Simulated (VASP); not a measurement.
# CoSi2 (R-3m) in VASP: notebook

Runs on CoSi2. Level: PBEsol. Tasks: single point.

Everything below comes from runs of VASP 6.6.1. Logs are shortened: lines on timing, memory, paths and dates and some standing lists are left out, and cuts for length are marked.

### Step 1. The cell of the first run

Symmetry: R-3m, No. 166, trigonal system. The conventional cell has a = 3.757 Å, b = 3.757 Å, c = 9.202 Å, α = 90.00°, β = 90.00°, γ = 120.00°. Within 2.7 Å of Co (site symmetry -3m) lie 8 Si at 2.00 to 2.42 Å. Si (site symmetry 3m) has 4 Co at 2.00 to 2.42 Å and 3 Si at 2.36 Å within 2.7 Å.

### Step 2. Single point, PBEsol (atoms displaced along a vibrational mode)

INCAR reads:

```
PREC = Accurate
ENCUT = 520
EDIFF = 1E-7
ISMEAR = 0
SIGMA = 0.15
LREAL = F
LASPH = T
NELM = 100
ALGO = Normal
ISIF = 2
LWAVE = F
LCHARG = F
GGA = PS
NBANDS = 16
```

KPOINTS reads:

```
regular mesh
0
Gamma
  16 16 16
```

POSCAR reads:

```
CoSi2
1.0
    0.0000000000      2.6562539604      2.6562539604
    2.6562539604      0.0000000000      2.6562539604
    2.6562539604      2.6562539604      0.0000000000
Co Si
1 2
Direct
    0.0000000000      0.0000000000      0.0000000000
    0.2173967393      0.2173967393      0.2173967393
    0.7826032607      0.7826032607      0.7826032607
```

Potentials or basis: VASP PAW PBE potentials, release 64 (Co, Si).

On the command line:

```console
$ cat potpaw_PBE.64/Co/POTCAR potpaw_PBE.64/Si/POTCAR > POTCAR
$ mpirun -np 1 vasp_std > vasp.out
```

OUTCAR:

```text
PREC = Accurate
   ENCUT = 520
   EDIFF = 1E-7
   ISMEAR = 0
   LREAL = F
   LASPH = T
   NELM = 100
   ISIF = 2
   GGA = PS

 ion  position               nearest neighbor table
   1  0.000  0.000  0.000-   2 2.00   3 2.00   3 2.42   3 2.42   3 2.42   2 2.42   2 2.42   2 2.42

   2  0.217  0.217  0.217-   1 2.00   3 2.36   3 2.36   3 2.36   1 2.42   1 2.42   1 2.42   3 3.04
                             3 3.04   3 3.04
   3  0.783  0.783  0.783-   1 2.00   2 2.36   2 2.36   2 2.36   1 2.42   1 2.42   1 2.42   2 3.04
                             2 3.04   2 3.04

  LATTYP: Found a face centered cubic cell.
 ALAT       =     5.3125079208

  Lattice vectors:

 A1 = (   0.0000000000,   2.6562539604,   2.6562539604)
 A2 = (   2.6562539604,   0.0000000000,   2.6562539604)
 A3 = (   2.6562539604,   2.6562539604,   0.0000000000)

Analysis of symmetry for initial positions (statically):
=====================================================================
 Subroutine PRICEL returns:
 Original cell was already a primitive cell.

 Routine SETGRP: Setting up the symmetry group for a
 face centered cubic supercell.

 Subroutine GETGRP returns: Found 12 space group operations
 (whereof 12 operations were pure point group operations)
 out of a pool of 48 trial point group operations.

The static configuration has the point symmetry D_3d.

Analysis of symmetry for dynamics (positions and initial velocities):
=====================================================================
 Subroutine PRICEL returns:
 Original cell was already a primitive cell.

 Routine SETGRP: Setting up the symmetry group for a
 face centered cubic supercell.

 Subroutine GETGRP returns: Found 12 space group operations
 (whereof 12 operations were pure point group operations)
 out of a pool of 48 trial point group operations.

The dynamic configuration has the point symmetry D_3d.

 Subroutine INISYM returns: Found 12 space group operations
 (whereof 12 operations are pure point group operations),
 and found     1 'primitive' translations

----------------------------------------------------------------------------------------

                                     Primitive cell

  volume of cell :      37.4834

  direct lattice vectors                    reciprocal lattice vectors
     0.000000000  2.656253960  2.656253960    -0.188235013  0.188235013  0.188235013
     2.656253960  0.000000000  2.656253960     0.188235013 -0.188235013  0.188235013
     2.656253960  2.656253960  0.000000000     0.188235013  0.188235013 -0.188235013

  length of vectors
     3.756510376  3.756510376  3.756510376     0.326032607  0.326032607  0.326032607

  position of ions in fractional coordinates (direct lattice)
     0.000000000  0.000000000  0.000000000
     0.217396739  0.217396739  0.217396739
     0.782603261  0.782603261  0.782603261

  ion indices of the primitive-cell ions
   primitive index   ion index
                 1           1
                 2           2
                 3           3

----------------------------------------------------------------------------------------

 KPOINTS: regular mesh

Automatic generation of k-mesh.
 Grid dimensions read from file:
 generate k-points for:   16   16   16

 Generating k-lattice:

  Cartesian coordinates                     Fractional coordinates (reciprocal lattice)
    -0.011764688  0.011764688  0.011764688     0.062500000  0.000000000  0.000000000
     0.011764688 -0.011764688  0.011764688     0.000000000  0.062500000  0.000000000
     0.011764688  0.011764688 -0.011764688     0.000000000  0.000000000  0.062500000

  Length of vectors
     0.020377038  0.020377038  0.020377038

  Shift w.r.t. Gamma in fractional coordinates (k-lattice)
     0.000000000  0.000000000  0.000000000

 Subroutine IBZKPT returns following result:
 ===========================================

 Found    417 irreducible k-points:

 Following reciprocal coordinates:
            Coordinates               Weight
  0.000000  0.000000  0.000000      1.000000
  0.062500  0.000000  0.000000      6.000000
  0.062500  0.062500  0.062500      2.000000
  0.125000  0.000000  0.000000      6.000000
  0.125000  0.125000  0.125000      2.000000
  0.187500  0.000000  0.000000      6.000000
[... 16 lines left out ...]
  0.062500  0.062500 -0.125000      6.000000
  0.187500  0.125000  0.187500      6.000000
 [... further k-points ...]
   k-points           NKPTS =    417   k-points in BZ     NKDIM =    417   number of bands    NBANDS=     16
   number of dos      NEDOS =    301   number of ions     NIONS =      3
   total plane-waves  NPLWV =  21952
   dimension x,y,z NGX =    28 NGY =   28 NGZ =   28
   dimension x,y,z NGXF=    56 NGYF=   56 NGZF=   56
   ions per type =               1   2
   NGX,Y,Z   is equivalent  to a cutoff of  12.39, 12.39, 12.39 a.u.
   NGXF,Y,Z  is equivalent  to a cutoff of  24.78, 24.78, 24.78 a.u.
 SYSTEM =  unknown system
   PREC   = accura    normal or accurate (medium, high low for compatibility)
   ISTART =      0    job   : 0-new  1-cont  2-samecut
   ICHARG =      2    charge: 1-file 2-atom 10-const
   ISPIN  =      1    spin polarized calculation?
   LNONCOLLINEAR =      F non collinear calculations
   LSORBIT =      F    spin-orbit coupling
   LASPH  =      T    aspherical Exc in radial PAW
   ENCUT  =  520.0 eV  38.22 Ry    6.18 a.u.   6.98  6.98  6.98*2*pi/ulx,y,z
   NELM   =    100;   NELMIN=  2; NELMDL= -5     # of ELM steps
   EDIFF  = 0.1E-06   stopping-criterion for ELM
   LREAL  =      F    real-space projection
   EDIFFG = 0.1E-05   stopping-criterion for IOM
   NSW    =      0    number of steps for IOM
   IBRION =     -1    ionic relax: 0-MD 1-quasi-New 2-CG
   NFREE  =      0    steps in history (QN), initial steepest desc. (CG)
   ISIF   =      2    stress and relaxation
   ISYM   =      2    0-nonsym 1-usesym 2-fastsym
   POTIM  = 0.5000    time-step for ionic-motion
   TEBEG  =    0.0;   TEEND  =   0.0 temperature during run
   PSTRESS=    0.0 pullay stress
   NELECT =      17.0000    total number of electrons
   NUPDOWN=      -1.0000    fix difference up-down
   EMIN   =  10.00;   EMAX   =-10.00  energy-range for DOS
   EFERMI =   0.00;   METHOD = LEGACY
   ISMEAR =     0;   SIGMA  =   0.15  broadening in eV -4-tet -1-fermi 0-gaus
   EFERMI_NEDOS =   21; number of points for ismear=-14 and -15
   IALGO  =     38    algorithm
   IMIX   =      4    mixing-type and parameters
     AMIX     =   0.40;   BMIX     =  1.00
     AMIX_MAG =   1.60;   BMIX_MAG =  1.00
  volume/ion in A,a.u.               =      12.49        84.32
  Fermi-wavevector in a.u.,A,eV,Ry     =   1.257800  2.376897 21.525240  1.582061
  Thomas-Fermi vector in A             =   2.391441
   LORBIT       =      0    0 simple, 1 ext, 2 COOP (PROOUT), +10 PAW based schemes
   GGA     = PS    functional components
   LHFCALC =     F    Hartree Fock is set to
   AEXX    =    0.0000 exact exchange contribution
   IVDW    =     0    specifies the selected vdW correction
   LEPSILON=     F    determine dielectric tensor
   LRPA    =     F    only Hartree local field effects (RPA)
 non-spin polarized calculation
 Gauss-broadening in eV      SIGMA  =   0.15
  energy-cutoff  :      520.00
  volume of cell :       37.48
 maximum number of plane-waves:      1036
   NGX = 13   NGY = 13   NGZ = 13

 number of electron      17.0000005 magnetization

 Free energy of the ion-electron system (eV)
  ---------------------------------------------------
  ext. energy  EPLUGINS =         0.00000000
  ---------------------------------------------------
  free energy    TOTEN  =       -19.59422478 eV

  energy without entropy =      -19.58446663  energy(sigma->0) =      -19.58934571

 E-fermi :  10.3844     XC(G=0): -11.9104

 val. band max:       10.3842991896   @ k =   0.1875   0.1250  -0.2500
 cond. band min:      10.3875961444   @ k =   0.1250   0.1250  -0.0625
 fundamental gap:      0.0032969548
 Fermi energy:        10.3843602590

 k-point     1 :       0.0000    0.0000    0.0000
  band No.  band energies     occupation
      1      -3.2397      2.00000
      2       5.8067      2.00000
      3       5.8067      2.00000
      4       5.9481      2.00000
      5       8.4244      2.00000
      6       8.4244      2.00000
[... 8 lines left out ...]
     15      16.1983      0.00000
     16      19.0022      0.00000

 k-point     2 :       0.0625    0.0000    0.0000
  band No.  band energies     occupation
      1      -3.1815      2.00000
      2       5.6836      2.00000
      3       5.7979      2.00000
      4       5.9633      2.00000
      5       8.3955      2.00000
      6       8.4221      2.00000
[... 8 lines left out ...]
     15      16.1641      0.00000
     16      18.4425      0.00000

 k-point     3 :       0.0625    0.0625    0.0625
  band No.  band energies     occupation
      1      -3.1794      2.00000
      2       5.8458      2.00000
      3       5.8458      2.00000
      4       5.8503      2.00000
      5       8.3835      2.00000
      6       8.3835      2.00000
[... 8 lines left out ...]
     15      16.1305      0.00000
     16      18.6806      0.00000

 k-point     4 :       0.1250    0.0000    0.0000
  band No.  band energies     occupation
      1      -3.0078      2.00000
      2       5.3054      2.00000
      3       5.7709      2.00000
      4       6.0355      2.00000
      5       8.3242      2.00000
      6       8.4241      2.00000
[... 8 lines left out ...]
     15      16.1140      0.00000
     16      18.0419      0.00000

 k-point     5 :       0.1250    0.1250    0.1250
  band No.  band energies     occupation
      1      -2.9998      2.00000
      2       5.5690      2.00000
      3       5.9624      2.00000
      4       5.9624      2.00000
      5       8.2715      2.00000
      6       8.2715      2.00000
[... 8 lines left out ...]
     15      16.1590      0.00000
     16      18.2598      0.00000

 k-point     6 :       0.1875    0.0000    0.0000
  band No.  band energies     occupation
      1      -2.7215      2.00000
      2       4.7198      2.00000
      3       5.7258      2.00000
      4       6.1576      2.00000
      5       8.2378      2.00000
      6       8.4499      2.00000
[... 8 lines left out ...]
     15      16.3110      0.00000
     16      18.0840      0.00000

 k-point     7 :       0.1875    0.1875    0.1875
  band No.  band energies     occupation
      1      -2.7043      2.00000
      2       5.1229      2.00000
      3       6.1550      2.00000
      4       6.1550      2.00000
      5       8.1146      2.00000
      6       8.1146      2.00000
[... 8 lines left out ...]
     15      16.6004      0.00000
     16      18.1678      0.00000

 k-point     8 :       0.2500    0.0000    0.0000
  band No.  band energies     occupation
      1      -2.3279      2.00000
      2       3.9864      2.00000
      3       5.6665      2.00000
      4       6.3156      2.00000
      5       8.1569      2.00000
      6       8.5159      2.00000
[... 8 lines left out ...]
     15      17.0439      0.00000
     16      18.5093      0.00000

 k-point     9 :       0.2500    0.2500    0.2500
  band No.  band energies     occupation
      1      -2.3006      2.00000
      2       4.5190      2.00000
      3       6.4204      2.00000
      4       6.4204      2.00000
      5       7.8315      2.00000
      6       7.9451      2.00000
[... 8 lines left out ...]
     15      17.3985      0.00000
     16      18.4633      0.00000
[... 172 lines left out ...]
 k-point    19 :       0.1250    0.0625    0.0000
  band No.  band energies     occupation
      1      -3.0255      2.00000
      2       5.4385      2.00000
      3       5.7887      2.00000
      4       5.9904      2.00000
      5       8.2713      2.00000
      6       8.4387      2.00000
[... 8 lines left out ...]
     15      16.5521      0.00000
     16      18.2783      0.00000

 k-point    20 :       0.0625    0.0625   -0.0625
  band No.  band energies     occupation
      1      -3.0274      2.00000
      2       5.3741      2.00000
      3       5.7642      2.00000
      4       5.9910      2.00000
      5       8.2694      2.00000
      6       8.4848      2.00000
[... 8 lines left out ...]
     15      16.1007      0.00000
     16      18.2514      0.00000

 k-point    21 :       0.1250    0.0625    0.1250
  band No.  band energies     occupation
      1      -3.0215      2.00000
      2       5.5852      2.00000
      3       5.9018      2.00000
      4       5.9214      2.00000
      5       8.2335      2.00000
      6       8.3746      2.00000
[... 8 lines left out ...]
     15      16.7997      0.00000
     16      18.4390      0.00000

 k-point    22 :       0.1875    0.0625    0.0000
  band No.  band energies     occupation
      1      -2.7761      2.00000
      2       4.9428      2.00000
      3       5.7395      2.00000
      4       6.1156      2.00000
      5       8.1906      2.00000
      6       8.4392      2.00000
[... 8 lines left out ...]
     15      16.5266      0.00000
     16      18.3023      0.00000

 k-point    23 :       0.0625    0.0625   -0.1250
  band No.  band energies     occupation
      1      -2.7794      2.00000
      2       4.8574      2.00000
      3       5.7068      2.00000
      4       6.0808      2.00000
      5       8.1643      2.00000
      6       8.5370      2.00000
[... 8 lines left out ...]
     15      16.3107      0.00000
     16      17.9913      0.00000

 k-point    24 :       0.1875    0.1250    0.1875
  band No.  band energies     occupation
      1      -2.7646      2.00000
      2       5.2408      2.00000
      3       6.0536      2.00000
      4       6.0656      2.00000
      5       8.0648      2.00000
      6       8.2548      2.00000
[... 8 lines left out ...]
     15      17.2761      0.00000
     16      18.3367      0.00000

 [... further k-points ...]

------------------------ aborting loop because EDIFF is reached ----------------------------------------

  FORCE on cell =-STRESS in cart. coord.  units (eV):
  Direction    XX          YY          ZZ          XY          YZ          ZX
  --------------------------------------------------------------------------------------
  -------------------------------------------------------------------------------------
  Total        4.1605797      4.1605797      4.1605797      4.7347310      4.7347310      4.7347310
  in kB      177.8384444    177.8384444    177.8384444    202.3797760    202.3797760    202.3797760
  external PRESSURE =     177.8384444 kB  Pullay stress =       0.0000000 kB

 VOLUME and BASIS-vectors are now :
 -----------------------------------------------------------------------------
  energy-cutoff  :      520.00
  volume of cell :       37.48
      direct lattice vectors                 reciprocal lattice vectors
     0.000000000  2.656253960  2.656253960    -0.188235013  0.188235013  0.188235013
     2.656253960  0.000000000  2.656253960     0.188235013 -0.188235013  0.188235013
     2.656253960  2.656253960  0.000000000     0.188235013  0.188235013 -0.188235013

 POSITION                                       TOTAL-FORCE (eV/Angst)
 -----------------------------------------------------------------------------------
      0.00000      0.00000      0.00000        -0.000000     -0.000000      0.000000
      1.15492      1.15492      1.15492         3.117240      3.117240      3.117240
      4.15759      4.15759      4.15759        -3.117240     -3.117240     -3.117240
 -----------------------------------------------------------------------------------
    total drift:                                0.000000     -0.000000     -0.000000

  FREE ENERGIE OF THE ION-ELECTRON SYSTEM (eV)
  ---------------------------------------------------
  free  energy   TOTEN  =       -19.5942247819 eV

  energy  without entropy=      -19.5844666285  energy(sigma->0) =      -19.58934571
```

Wall time 6.1 min (1 thread of Intel Xeon 8259CL, shared host); peak memory 0.36 GiB.

What came out:

```yaml
Free_energy: -19.5942 eV
Pressure: 17.8 GPa
Largest_force: 5.399 eV/Å
Band_gap_on_the_k_mesh: zero (an odd number of electrons rules out a gap without spin polarisation)
```

Forces in eV/Å, atoms in the order of the input:
```
Co   0.000  0.000  0.000
Si   3.117  3.117  3.117
Si  -3.117 -3.117 -3.117
```

Caveat: the cell differs from its parent crystal (atoms displaced along a vibrational mode); the cell stands under pressure; the PAW data sets were made with another functional, which shifts forces and pressure a little; the run has no spin polarisation, though such a crystal can be magnetic.

[end of part 1 of 2]
